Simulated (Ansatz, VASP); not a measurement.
# AlN: VASP beside Ansatz

File POSCAR:

```
AlN
1.0
    0.0000000000      2.0188684454      2.0188684454
    1.9823269266      0.0000000000      2.0188684454
    1.9823269266      2.0188684454      0.0000000000
Al N
1 1
Direct
    0.0000000000      0.0000000000      0.0000000000
    0.5000000000      0.5000000000      0.5000000000
```

File INCAR.step1:

```
SYSTEM = AlN
ALGO     = Normal         ! electronic algorithm
EDIFF    = 1E-5           ! SCF threshold, eV
ENCUT    = 520            ! plane-wave cutoff, eV
GGA      = PE             ! functional
ISIF     = 2              ! what is computed and relaxed
ISMEAR   = 0              ! smearing method
LASPH    = .TRUE.         ! aspherical terms in the spheres
LCHARG   = .FALSE.        ! write CHGCAR
LREAL    = .FALSE.        ! projectors in reciprocal space
LWAVE    = .TRUE.         ! write WAVECAR
NBANDS   = 11             ! bands
NELM     = 100            ! most SCF steps
PREC     = Accurate       ! precision mode
SIGMA    = 0.01           ! smearing width, eV
```

Contents of INCAR.step2:

```
SYSTEM = AlN
ALGO     = Normal         ! electronic algorithm
EDIFF    = 1E-7           ! SCF threshold, eV
ENCUT    = 520            ! plane-wave cutoff, eV
GGA      = PE             ! functional
HFSCREEN = 0.2079         ! screening, 1/A
ISIF     = 2              ! what is computed and relaxed
ISMEAR   = 0              ! smearing method
ISTART   = 1            
LASPH    = .TRUE.         ! aspherical terms in the spheres
LCHARG   = .FALSE.        ! write CHGCAR
LHFCALC  = .TRUE.         ! exact exchange
LREAL    = .FALSE.        ! projectors in reciprocal space
LWAVE    = .FALSE.        ! write WAVECAR
NBANDS   = 11             ! bands
NELM     = 100            ! most SCF steps
PREC     = Accurate       ! precision mode
PRECFOCK = Normal       
SIGMA    = 0.01           ! smearing width, eV
```

File KPOINTS:

```
k-points
0
G
  8 8 8
  0 0 0
```

Input for Ansatz:

```yaml
crystal:
  lattice:
    - [0.0, 2.0188684454, 2.0188684454]
    - [1.9823269266, 0.0, 2.0188684454]
    - [1.9823269266, 2.0188684454, 0.0]
  atoms:
    - { symbol: Al, position: [0.0, 0.0, 0.0] }
    - { symbol: "N", position: [0.5, 0.5, 0.5] }
kpoints:
  mp_grid: { grid: [8, 8, 8] }
  band_path:
    path:
      - [0.0, 0.0, 0.0]
      - [0.5, 0.0, 0.5]
      - [0.625, 0.25, 0.625]
      - [0.375, 0.375, 0.75]
      - [0.5, 0.5, 0.5]
      - [0.5, 0.25, 0.75]
    npoints: 1
hamiltonian:
  xc: hse06
scf:
  occupations: { method: fixed }
  n_extra_bands: 4
output:
  forces: true
  stress: true
  eigenvalues: true
```

Change from the starting cell: uniaxial_x strain -1.8%.

Alike in both runs: task single point; functional HSE06; k mesh 8 × 8 × 8; no spin polarisation.

```csv
,VASP,Ansatz
version,VASP 6.6.1,Ansatz 0.2.0
potentials or method,"VASP PAW PBE potentials, release 64 (Al, N)","plane waves, PAW"
plane-wave cutoff (eV),520,420
occupations,"gaussian, width 0.01 eV",fixed
valence electrons in the cell,8,8
```

|  | VASP | Ansatz | Ansatz less VASP |
| --- | --- | --- | --- |
| gap on the k mesh at the Fermi level (eV) | 6.04 | 6.11 | +0.073 |
| pressure (GPa) | 3.9 | 3.8 | -0.09 |
| traceless stress, the component that is largest in VASP (GPa) | 4.00 | 4.03 | +0.037 |

Ansatz's warnings: stress exchange threshold loose, stress scf threshold loose.
